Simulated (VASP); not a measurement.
# Be3Se2S (P1) in VASP: relaxation of cell and atoms with PBE

Aim: the relaxation of cell and atoms of Be3Se2S with PBE.

Program: VASP 6.6.1. These are calculated values, not measurements. Logs are shortened: lines on timing, memory, paths and dates and some standing lists are left out, and cuts for length are marked.

**1. The cell of the first run**

The typed cell holds 12 atoms: a = 5.040 Å, b = 5.009 Å, c = 8.095 Å, α = 90.03°, β = 107.63°, γ = 91.00°.

**2. Relaxation of cell and atoms, PBE**

INCAR

```
SYSTEM = Be3Se2S
ALGO = Normal
EDIFF = 1E-6
EDIFFG = -0.025
ENCUT = 600
GGA = PE
IBRION = 2
ISIF = 3
ISMEAR = 0
LASPH = .True.
LCHARG = .False.
LREAL = .False.
LWAVE = .False.
NELM = 100
NSW = 80
PREC = Accurate
SIGMA = 0.1
```

KPOINTS

```
k-points
0
Gamma
  4 4 4
  0 0 0
```

POSCAR

```
Be3Se2S
1.0
   -3.5945061417      3.5327309406     -0.0224665542
    3.5727220343      3.5109468331      0.0155698910
    1.7569398209     -1.7590559831     -7.7036304079
Be Se S
6 4 2
Direct
    0.9902076879      0.2346696712      0.5092110476
    0.4932484609      0.7412717709      0.5023856676
    0.6707916433      0.2704536351      0.8434306522
    0.1880116645      0.7631859621      0.8411644179
    0.3221254237      0.2485818901      0.1503167607
    0.8176640401      0.7400946330      0.1551229976
    0.8522277402      0.4941468811      0.6649821575
    0.3404334272      1.0003851488      0.6703067556
    0.1573980389      0.5078158598      0.3290331717
    0.6645809335      1.0028507147      0.3351830394
    0.9818680019     -0.0169981205      0.9951294942
    0.5214429381      0.5135419539      1.0037338379
```

Potentials or basis: VASP PAW PBE potentials, release 64 (Be, Se, S).

Launch:

```console
> cat potpaw_PBE.64/Be/POTCAR potpaw_PBE.64/Se/POTCAR potpaw_PBE.64/S/POTCAR > POTCAR
> mpirun -np 1 vasp_std > vasp.out
```

OUTCAR:

```text
SYSTEM = Be3Se2S
   EDIFF = 1E-6
   EDIFFG = -0.025
   ENCUT = 600
   GGA = PE
   IBRION = 2
   ISIF = 3
   ISMEAR = 0
   LASPH = .True.
   LREAL = .False.
   NELM = 100
   NSW = 80
   PREC = Accurate

 ion  position               nearest neighbor table
   1  0.990  0.235  0.509-   7 2.08  10 2.13   8 2.21   9 2.33
   2  0.493  0.741  0.502-   9 2.17   8 2.19  10 2.23   7 2.27
   3  0.671  0.270  0.843-  12 2.09   7 2.22  11 2.23   8 2.25
   4  0.188  0.763  0.841-   8 2.13  11 2.16  12 2.20   7 2.27
   5  0.322  0.249  0.150-  12 2.20  11 2.21   9 2.29  10 2.29
   6  0.818  0.740  0.155-  12 1.96  11 2.11   9 2.21  10 2.27
   7  0.852  0.494  0.665-   1 2.08   3 2.22   4 2.27   2 2.27
   8  0.340  0.000  0.670-   4 2.13   2 2.19   1 2.21   3 2.25
   9  0.157  0.508  0.329-   2 2.17   6 2.21   5 2.29   1 2.33
  10  0.665  0.003  0.335-   1 2.13   2 2.23   6 2.27   5 2.29
  11  0.982  0.983  0.995-   6 2.11   4 2.16   5 2.21   3 2.23
  12  0.521  0.514  0.004-   6 1.96   3 2.09   4 2.20   5 2.20

  LATTYP: Found a triclinic cell.
 ALAT       =     7.0437148360
 B/A-ratio  =     0.7111481757
 C/A-ratio  =     1.1492340892
 COS(alpha) =     0.0004646096
 COS(beta)  =     0.2170431462
 COS(gamma) =     0.6986976334

  Lattice vectors:

 A1 = (   0.0217841074,  -7.0436777737,   0.0068966632)
 A2 = (  -3.5727220343,  -3.5109468331,  -0.0155698910)
 A3 = (   1.7569398209,  -1.7590559831,  -7.7036304079)

Analysis of symmetry for initial positions (statically):
=====================================================================
 Subroutine PRICEL returns:
 Original cell was already a primitive cell.

 Routine SETGRP: Setting up the symmetry group for a
 triclinic supercell.

 Subroutine GETGRP returns: Found  1 space group operations
 (whereof  1 operations were pure point group operations)
 out of a pool of  2 trial point group operations.

The static configuration has the point symmetry C_1 .

Analysis of symmetry for dynamics (positions and initial velocities):
=====================================================================
 Subroutine PRICEL returns:
 Original cell was already a primitive cell.

 Routine SETGRP: Setting up the symmetry group for a
 triclinic supercell.

 Subroutine GETGRP returns: Found  1 space group operations
 (whereof  1 operations were pure point group operations)
 out of a pool of  2 trial point group operations.

The dynamic configuration has the point symmetry C_1 .

 Subroutine INISYM returns: Found  1 space group operations
 (whereof  1 operations are pure point group operations),
 and found     1 'primitive' translations

----------------------------------------------------------------------------------------

                                     Primitive cell

  volume of cell :     194.7298

  direct lattice vectors                    reciprocal lattice vectors
    -3.594506142  3.532730941 -0.022466554    -0.138754551  0.141479542 -0.063950866
     3.572722034  3.510946833  0.015569891     0.139959939  0.142403560 -0.000596426
     1.756939821 -1.759055983 -7.703630408     0.000687533 -0.000124792 -0.129623629

  length of vectors
     5.039957048  5.009124956  8.094877204     0.208228239  0.199669512  0.129625513

  position of ions in fractional coordinates (direct lattice)
     0.990207688  0.234669671  0.509211048
     0.493248461  0.741271771  0.502385668
     0.670791643  0.270453635  0.843430652
     0.188011665  0.763185962  0.841164418
     0.322125424  0.248581890  0.150316761
     0.817664040  0.740094633  0.155122998
     0.852227740  0.494146881  0.664982157
     0.340433427  0.000385149  0.670306756
     0.157398039  0.507815860  0.329033172
     0.664580933  0.002850715  0.335183039
     0.981868002  0.983001880  0.995129494
     0.521442938  0.513541954  0.003733838

  ion indices of the primitive-cell ions
   primitive index   ion index
                 1           1
                 2           2
                 3           3
                 4           4
                 5           5
                 6           6
                 7           7
                 8           8
                 9           9
                10          10
                11          11
                12          12

----------------------------------------------------------------------------------------

 KPOINTS: k-points

Automatic generation of k-mesh.
 Grid dimensions read from file:
 generate k-points for:    4    4    4

 Generating k-lattice:

  Cartesian coordinates                     Fractional coordinates (reciprocal lattice)
    -0.034688638  0.035369886 -0.015987716     0.250000000  0.000000000  0.000000000
     0.034989985  0.035600890 -0.000149106     0.000000000  0.250000000 -0.000000000
     0.000171883 -0.000031198 -0.032405907     0.000000000  0.000000000  0.250000000

  Length of vectors
     0.052057060  0.049917378  0.032406378

  Shift w.r.t. Gamma in fractional coordinates (k-lattice)
     0.000000000  0.000000000  0.000000000

 Subroutine IBZKPT returns following result:
 ===========================================

 Found     36 irreducible k-points:

 Following reciprocal coordinates:
            Coordinates               Weight
  0.000000  0.000000  0.000000      1.000000
  0.250000 -0.000000 -0.000000      2.000000
  0.500000 -0.000000 -0.000000      1.000000
 -0.000000  0.250000  0.000000      2.000000
  0.250000  0.250000 -0.000000      2.000000
  0.500000  0.250000  0.000000      2.000000
[... 16 lines left out ...]
  0.000000 -0.250000  0.250000      2.000000
  0.250000 -0.250000  0.250000      2.000000
 [... further k-points ...]
   k-points           NKPTS =     36   k-points in BZ     NKDIM =     36   number of bands    NBANDS=     31
   number of dos      NEDOS =    301   number of ions     NIONS =     12
   total plane-waves  NPLWV = 112000
   dimension x,y,z NGX =    40 NGY =   40 NGZ =   70
   dimension x,y,z NGXF=    80 NGYF=   80 NGZF=  140
   ions per type =               6   4   2
   NGX,Y,Z   is equivalent  to a cutoff of  13.19, 13.28, 14.38 a.u.
   NGXF,Y,Z  is equivalent  to a cutoff of  26.39, 26.55, 28.75 a.u.
 SYSTEM =  Be3Se2S
   PREC   = accura    normal or accurate (medium, high low for compatibility)
   ISTART =      0    job   : 0-new  1-cont  2-samecut
   ICHARG =      2    charge: 1-file 2-atom 10-const
   ISPIN  =      1    spin polarized calculation?
   LNONCOLLINEAR =      F non collinear calculations
   LSORBIT =      F    spin-orbit coupling
   LASPH  =      T    aspherical Exc in radial PAW
   ENCUT  =  600.0 eV  44.10 Ry    6.64 a.u.  10.07 10.00 16.17*2*pi/ulx,y,z
   NELM   =    100;   NELMIN=  2; NELMDL= -5     # of ELM steps
   EDIFF  = 0.1E-05   stopping-criterion for ELM
   LREAL  =      F    real-space projection
   EDIFFG = -.3E-01   stopping-criterion for IOM
   NSW    =     80    number of steps for IOM
   IBRION =      2    ionic relax: 0-MD 1-quasi-New 2-CG
   NFREE  =      1    steps in history (QN), initial steepest desc. (CG)
   ISIF   =      3    stress and relaxation
   ISYM   =      2    0-nonsym 1-usesym 2-fastsym
   POTIM  = 0.5000    time-step for ionic-motion
   TEBEG  =    0.0;   TEEND  =   0.0 temperature during run
   PSTRESS=    0.0 pullay stress
   NELECT =      48.0000    total number of electrons
   NUPDOWN=      -1.0000    fix difference up-down
   EMIN   =  10.00;   EMAX   =-10.00  energy-range for DOS
   EFERMI =   0.00;   METHOD = LEGACY
   ISMEAR =     0;   SIGMA  =   0.10  broadening in eV -4-tet -1-fermi 0-gaus
   EFERMI_NEDOS =   21; number of points for ismear=-14 and -15
   IALGO  =     38    algorithm
   IMIX   =      4    mixing-type and parameters
     AMIX     =   0.40;   BMIX     =  1.00
     AMIX_MAG =   1.60;   BMIX_MAG =  1.00
  volume/ion in A,a.u.               =      16.23       109.51
  Fermi-wavevector in a.u.,A,eV,Ry     =   1.026466  1.939739 14.335530  1.053632
  Thomas-Fermi vector in A             =   2.160360
   LORBIT       =      0    0 simple, 1 ext, 2 COOP (PROOUT), +10 PAW based schemes
   GGA     = PE    functional components
   LHFCALC =     F    Hartree Fock is set to
   AEXX    =    0.0000 exact exchange contribution
   IVDW    =     0    specifies the selected vdW correction
   LEPSILON=     F    determine dielectric tensor
   LRPA    =     F    only Hartree local field effects (RPA)
 conjugate gradient relaxation of ions
 non-spin polarized calculation
 Gauss-broadening in eV      SIGMA  =   0.10
  energy-cutoff  :      600.00
  volume of cell :      194.73
 maximum number of plane-waves:      6521
   NGX = 21   NGY = 21   NGZ = 33

--------------------------------------- Ionic step        1  -------------------------------------------

 number of electron      48.0000001 magnetization

 Free energy of the ion-electron system (eV)
  ---------------------------------------------------
  ext. energy  EPLUGINS =         0.00000000
  ---------------------------------------------------
  free energy    TOTEN  =       -54.76389712 eV

  energy without entropy =      -54.76389712  energy(sigma->0) =      -54.76389712

------------------------ aborting loop because EDIFF is reached ----------------------------------------

  FORCE on cell =-STRESS in cart. coord.  units (eV):
  Direction    XX          YY          ZZ          XY          YZ          ZX
  --------------------------------------------------------------------------------------
  -------------------------------------------------------------------------------------
  Total        0.7978812      4.5227307      0.2753602      0.3638699     -0.9241999     -1.5850651
  in kB        6.5647219     37.2116439      2.2655796      2.9938105     -7.6040341    -13.0414304
  external PRESSURE =      15.3473151 kB  Pullay stress =       0.0000000 kB
[... 119 lines left out ...]
  FREE ENERGIE OF THE ION-ELECTRON SYSTEM (eV)
  ---------------------------------------------------
  free  energy   TOTEN  =       -55.2031824411 eV

  energy  without entropy=      -55.2031824411  energy(sigma->0) =      -55.20318244

[... ionic steps 4 to 11 ...]

--------------------------------------- Ionic step       12  -------------------------------------------

 number of electron      47.9999999 magnetization

------------------------ aborting loop because EDIFF is reached ----------------------------------------

  FORCE on cell =-STRESS in cart. coord.  units (eV):
  Direction    XX          YY          ZZ          XY          YZ          ZX
  --------------------------------------------------------------------------------------
  -------------------------------------------------------------------------------------
  Total       -0.0128803      0.0226317      0.0111020     -0.0009422      0.0058872     -0.0079859
  in kB       -0.1049369      0.1843824      0.0904490     -0.0076759      0.0479634     -0.0650617
  external PRESSURE =       0.0566315 kB  Pullay stress =       0.0000000 kB
[... 77 lines left out ...]
  energy  without entropy=      -55.3001403477  energy(sigma->0) =      -55.30014035

--------------------------------------- Ionic step       14  -------------------------------------------

 number of electron      47.9999999 magnetization

 Free energy of the ion-electron system (eV)
  ---------------------------------------------------
  ext. energy  EPLUGINS =         0.00000000
  ---------------------------------------------------
  free energy    TOTEN  =       -55.30027798 eV

  energy without entropy =      -55.30027798  energy(sigma->0) =      -55.30027798

 E-fermi :   3.9489     XC(G=0):  -9.4492

 val. band max:        3.5019047811   @ k =   0.0000   0.0000   0.0000
 cond. band min:       6.2189625233   @ k =   0.0000   0.0000   0.0000
 fundamental gap:      2.7170577422
 Fermi energy:         3.9489309102

 k-point     1 :       0.0000    0.0000    0.0000
  band No.  band energies     occupation
      1     -10.2203      2.00000
      2      -8.9731      2.00000
      3      -8.9414      2.00000
      4      -8.4949      2.00000
      5      -8.2939      2.00000
      6      -8.2691      2.00000
[... 805 lines left out ...]
     30       8.5492      0.00000
     31       9.3591      0.00000

 [... further k-points ...]

------------------------ aborting loop because EDIFF is reached ----------------------------------------

  FORCE on cell =-STRESS in cart. coord.  units (eV):
  Direction    XX          YY          ZZ          XY          YZ          ZX
  --------------------------------------------------------------------------------------
  -------------------------------------------------------------------------------------
  Total        0.0018214      0.0038227     -0.0195824      0.0032226      0.0094833      0.0045710
  in kB        0.0148359      0.0311370     -0.1595047      0.0262492      0.0772440      0.0372322
  external PRESSURE =      -0.0378439 kB  Pullay stress =       0.0000000 kB
[... 27 lines left out ...]
  FREE ENERGIE OF THE ION-ELECTRON SYSTEM (eV)
  ---------------------------------------------------
  free  energy   TOTEN  =       -55.3002779824 eV

  energy  without entropy=      -55.3002779824  energy(sigma->0) =      -55.30027798

 reached required accuracy - stopping structural energy minimisation
```

Run time: 21 min. Hardware: 1 thread of Intel Xeon 6975P-C (Granite Rapids), shared host; peak memory 0.49 GiB.

What came out:

```
Free energy                           : -55.3003 eV
Relaxed volume                        : 16.39 Å³/atom
Relaxed cell                          : a = 5.082 Å, b = 5.081 Å, c = 8.030 Å, α = 89.99°, β = 108.44°, γ = 90.00°
Space group after relaxing (to 0.1 Å) : I-4m2 (No. 119)
Energy gained by relaxing             : 44.7 meV/atom
Ionic steps                           : 14
Pressure after relaxing               : 0.0 GPa
Largest force after relaxing          : 0.010 eV/Å
Band gap on the k mesh                : 2.72 eV
```

Forces in eV/Å, atoms in the order of the input:
```
Be  -0.001  0.002  0.001
Be   0.003  0.004  0.007
Be   0.004  0.001 -0.001
Be  -0.002 -0.004  0.000
Be   0.000 -0.004  0.007
Be  -0.001  0.002 -0.007
Se   0.000 -0.003 -0.003
Se   0.003 -0.001 -0.003
Se  -0.003  0.003  0.001
Se   0.002  0.005  0.000
S   -0.003 -0.008  0.004
S   -0.002  0.005 -0.005
```

Step by step:
```
step  energy change (eV)  largest force (eV/Å)  pressure (GPa)  volume (Å³)
   1              0.0000                1.9430            1.53       194.73
   2             -0.4297                0.5990           -0.90       199.12
   3             -0.4393                0.5110           -1.22       199.96
   4             -0.5011                0.2598            0.02       196.68
   5             -0.5057                0.2460            0.49       195.55
   6             -0.5195                0.1354            0.06       196.54
   7             -0.5232                0.1687           -0.28       197.38
   8             -0.5304                0.0875           -0.05       196.81
   9             -0.5323                0.0959            0.14       196.34
  10             -0.5352                0.0459           -0.01       196.69
  11             -0.5355                0.0512           -0.06       196.83
  12             -0.5362                0.0251            0.01       196.66
  13             -0.5362                0.0269            0.02       196.62
  14             -0.5364                0.0097            0.00       196.70
```

Final structure:
```yaml
crystal:
  lattice:
    - [-3.59337, 3.59339, -0.00003]
    - [3.59331, 3.59299, 0.00023]
    - [1.79718, -1.79571, -7.61717]
  atoms:
    - { symbol: Be, position: [0.99987, 0.24980, 0.49999] }
    - { symbol: Be, position: [0.49994, 0.74963, 0.50011] }
    - { symbol: Be, position: [0.67295, 0.24995, 0.84557] }
    - { symbol: Be, position: [0.17285, 0.75032, 0.84559] }
    - { symbol: Be, position: [0.32748, 0.25022, 0.15468] }
    - { symbol: Be, position: [0.82696, 0.75003, 0.15414] }
    - { symbol: Se, position: [0.83631, 0.50004, 0.67232] }
    - { symbol: Se, position: [0.33631, 0.00001, 0.67226] }
    - { symbol: Se, position: [0.16355, 0.50001, 0.32769] }
    - { symbol: Se, position: [0.66374, 0.99972, 0.32771] }
    - { symbol: S, position: [0.00022, 0.00030, 0.00009] }
    - { symbol: S, position: [0.49983, 0.49999, 0.99987] }
```

A k mesh can miss the band edges.
